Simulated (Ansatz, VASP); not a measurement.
## One calculation of Si2Ni, two programs

```
Ni Si
1.0
     0.00000    2.69479    2.69479
     2.69479    0.00000    2.69479
     2.69479    2.69479    0.00000
Ni Si
1 2
Direct
  0.00000 0.00000 0.00000
  0.25000 0.25000 0.25000
  0.75000 0.75000 0.75000
```

Alike in both runs: task single point; functional PBEsol; k mesh 11 × 11 × 11; occupations fermi-dirac, width 0.05 eV; no spin polarisation.

|  | VASP | Ansatz |
| --- | --- | --- |
| version | VASP 6.6.1 | Ansatz 0.2.0 |
| potentials or method | VASP PAW PBE potentials, release 64 (Ni, Si), cutoff 520 eV | all-electron LAPW, scalar-relativistic |

Ansatz gave:

```
pressure (GPa) : 0.0
```

What did VASP give for the same quantities?

Pressure (GPa): 0.1.

VASP's potentials were made for PBE, not for PBEsol. Ansatz ran all-electron here, and VASP with PAW potentials.
